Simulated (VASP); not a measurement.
Input of a VASP 6.6.1 run:

File POSCAR:

```
Fe
1.0
    1.4341180426     -1.4341180426      1.4341180426
   -1.4341180426      1.4341180426      1.4341180426
   -2.8682360852     -2.8682360852      0.0000000000
Fe
2
Direct
    0.0000000000      0.0000000000      0.0000000000
    0.5000000000      0.5000000000      0.5000000000
```

INCAR.step1

```
  ALGO = Normal
  EDIFF = 1E-4
  ENCUT = 520
  GGA = PE
  ISMEAR = 0
  ISPIN = 2
  LASPH = T
  LCHARG = F
  LMAXMIX = 4
  LREAL = F
  LWAVE = T
  MAGMOM = 2.5 -2.5
  NBANDS = 19
  NELM = 150
  PREC = Accurate
  SIGMA = 0.05
```

Contents of INCAR.step2:

```
  ALGO = Normal
  EDIFF = 1E-7
  ENCUT = 520
  ISIF = 2
  ISMEAR = 0
  ISPIN = 2
  ISTART = 1
  LASPH = T
  LCHARG = F
  LMAXMIX = 4
  LMIXTAU = T
  LORBIT = 11
  LREAL = F
  LWAVE = F
  MAGMOM = 2.5 -2.5
  METAGGA = R2SCAN
  NBANDS = 19
  NELM = 150
  PREC = Accurate
  SIGMA = 0.05
```

Contents of KPOINTS:

```
k-points
0
Gamma
  14 14 8
```

Potentials or basis: VASP PAW PBE potentials, release 64 (Fe).

Run with:

```sh
$ cat potpaw_PBE.64/Fe/POTCAR > POTCAR
$ cp INCAR.step1 INCAR
$ mpirun -np 1 vasp_std > vasp.out
$ cp INCAR.step2 INCAR
$ mpirun -np 1 vasp_std > vasp.out
```

**Question.** Estimate the band gap on the k mesh.

**Answer.** Zero (filled and empty bands overlap).

**Question.** Predict the net moment.

**Answer.** 0.00 μB per cell.

**Question.** Estimate the pressure.

**Answer.** -2.3 GPa.

**Question.** Predict the site moments.

**Answer.** Fe +2.61, -2.61 μB.

Stress tensor (GPa, compression positive):
```
-3.04  8.93  0.00
 8.93 -3.04  0.00
 0.00  0.00 -0.97
```

Caveat: the PAW data sets were made with another functional, which shifts forces and pressure a little.
